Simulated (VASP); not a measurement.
Wanted: the native input for a VASP 6.6.1 run.

```yaml
Task: single point
Functional: PBE
Potentials_or_basis: VASP PAW PBE potentials, release 64 (Ga_d, P)
Cutoff: 500 eV
k_mesh: 4 × 4 × 4
Occupations: gaussian, width 0.01 eV
Spin: no spin polarisation
Dipole_correction: no
Further_INCAR_settings: ALGO = Normal; EDIFF = 1e-06; NBANDS = 16
```

The structure of GaP lies in POSCAR:

```
GaP
1.0
    0.0000000000      2.6981452958      2.7489810509
    2.6981452958      0.0000000000      2.7489810509
    2.6981452958      2.6981452958      0.0000000000
Ga P
1 1
Direct
    0.0000000000      0.0000000000      0.0000000000
    0.2500000000      0.2500000000      0.2500000000
```

This cell differs from its parent crystal: epitaxial xy strain -1.0%.

These files were run (other wordings do the same):

INCAR

```
  ALGO = Normal
  EDIFF = 1E-6
  ENCUT = 500
  GGA = PE
  GGA_COMPAT = F
  ISIF = 2
  ISMEAR = 0
  LASPH = T
  LCHARG = T
  LELF = T
  LREAL = F
  LVHAR = T
  LWAVE = F
  NBANDS = 16
  NELM = 120
  PREC = Accurate
  SIGMA = 0.01
```

KPOINTS

```
k-points
0
Gamma
  4 4 4
```

Potentials or basis: VASP PAW PBE potentials, release 64 (Ga_d, P).

Launch:

```bash
$ cat potpaw_PBE.64/Ga_d/POTCAR potpaw_PBE.64/P/POTCAR > POTCAR
$ mpirun -np 1 vasp_std > vasp.out
```

Results of the run:

- Pressure: 3.9 GPa
- Band gap on the k mesh: 1.53 eV, indirect (least direct gap 1.87 eV)

Caveat: the k points lie up to 0.50 Å⁻¹ apart; the cell differs from its parent crystal (epitaxial xy strain -1.0%).

Run time: 4.7 s on 1 thread of Intel(R) Xeon(R) 6975P-C (Granite Rapids), with other jobs on the host, peak memory 0.15 GiB.
